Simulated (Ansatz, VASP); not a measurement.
# One calculation of HgTe, two programs

File INCAR:

```
PREC = Accurate ; ENCUT = 520
EDIFF = 1E-6 ; ISMEAR = 0
SIGMA = 0.15 ; LREAL = False
LASPH = True ; NELM = 80
ALGO = Normal ; ISIF = 2
LWAVE = False ; LCHARG = False
GGA = PS ; NBANDS = 16
```

KPOINTS

```
regular mesh
0
Gamma
  14 14 14
```

The input POSCAR:

```
HgTe
1.0
    0.0000000000      3.3202050000      3.3202050000
    3.3202050000      0.0000000000      3.3202050000
    3.3202050000      3.3202050000      0.0000000000
Hg Te
1 1
Direct
    0.0000000000      0.0000000000      0.0000000000
    0.7500000000      0.7500000000      0.7500000000
```

Input for Ansatz:

```yaml
crystal:
  lattice:
    - [0.0, 3.320205, 3.320205]
    - [3.320205, 0.0, 3.320205]
    - [3.320205, 3.320205, 0.0]
  atoms:
    - { symbol: Hg, position: [0.0, 0.0, 0.0] }
    - { symbol: Te, position: [0.75, 0.75, 0.75] }
basis:
  ecutwfc: 420
kpoints:
  mp_grid: { grid: [14, 14, 14] }
hamiltonian:
  xc: pbesol
scf:
  occupations: { method: gaussian, width: 0.15 }
output:
  forces: true
  stress: true
  eigenvalues: true
```

Change from the starting cell: strain +0.030 along x and y, +0.030 along z, atoms carried along.

Alike in both runs: task single point; functional PBEsol; k mesh 14 × 14 × 14; occupations gaussian, width 0.15 eV; no spin polarisation.

```csv
,VASP,Ansatz
version,VASP 6.6.1,Ansatz 0.2.0
potentials or method,"VASP PAW PBE potentials, release 64 (Hg, Te), cutoff 520 eV","scalar-relativistic, plane waves, PAW"
valence electrons in the cell,18,36
```

Ansatz gave:

- gap on the k mesh at the Fermi level (eV): none
- pressure (GPa): -2.2

Q: What did VASP give for the same quantities?

A: gap on the k mesh at the Fermi level (eV): none; pressure (GPa): -2.1.

VASP's potentials were made for PBE, not for PBEsol. A gap of «none» marks a metal or a gap that the smearing closes. VASP's potentials hold 18 valence electrons a cell and Ansatz's 36, so a difference there can come from the potentials and not from the codes.

Spin-orbit coupling is off throughout.
